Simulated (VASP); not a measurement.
Set up this calculation in VASP 6.6.1, as the native input.

- Task: single point
- Functional: PBE
- Potentials or basis: VASP PAW PBE potentials, release 64 (Ni, O)
- Cutoff: 520 eV
- k mesh: 5 × 5 × 5
- Occupations: gaussian, width 0.05 eV
- Spin: collinear spin, antiferromagnetic start
- Starting moments: [2.0, -2.0, 0.0, 0.0] μB
- Hubbard terms: Ni d U = 6.2 eV
- Dipole correction: no
- Further INCAR settings: ALGO = Normal; EDIFF = 1e-06; NBANDS = 28

The structure of NiO lies in POSCAR:

```
NiO
1.0
   -2.1337897282     -2.1337897282      4.2675794564
   -4.2675794564     -2.1337897282      2.1337897282
   -2.1337897282     -4.2675794564      2.1337897282
Ni O
2 2
Direct
    0.0000000000      0.0000000000      0.0000000000
    0.5000000000      0.5000000000      0.5000000000
    1.2500000000     -0.7500000000     -0.7500000000
    1.7500000000     -0.2500000000     -0.2500000000
```

The input as run:

INCAR

```
SYSTEM = NiO
PREC = Accurate
ENCUT = 520
EDIFF = 1E-6
ISMEAR = 0
SIGMA = 0.05
LREAL = .FALSE.
LASPH = .TRUE.
NELM = 150
ALGO = Normal
ISIF = 2
LWAVE = .FALSE.
LCHARG = .FALSE.
ISPIN = 2
MAGMOM = 2 -2 0 0
LORBIT = 11
LMAXMIX = 4
LDAU = .TRUE.
LDAUTYPE = 2
LDAUL = 2 -1
LDAUU = 6.2 0
LDAUJ = 0 0
LDAUPRINT = 1
GGA = PE
NBANDS = 28
```

KPOINTS

```
Automatic mesh
0
G
  5 5 5
  0 0 0
```

Potentials or basis: VASP PAW PBE potentials, release 64 (Ni, O).

Command:

```console
$ cat potpaw_PBE.64/Ni/POTCAR potpaw_PBE.64/O/POTCAR > POTCAR
$ mpirun -np 1 vasp_std > vasp.out
```

Results of the run:

```yaml
Pressure: -9.7 GPa
Band_gap_on_the_k_mesh: 2.99 eV
Net_moment: 0.00 μB per cell
Site_moments: Ni +1.76, -1.76; O +0.00 μB
Valence_electrons_inside_the_program's_atomic_spheres: Ni 8.89; O 4.99
```

Caveat: the k points lie up to 0.49 Å⁻¹ apart; an odd mesh through Γ misses points on the zone boundary, where band edges can lie.

Wall time 56 s on 1 thread of Intel(R) Xeon(R) 6975P-C (Granite Rapids), on a shared host, peak memory 0.29 GiB.
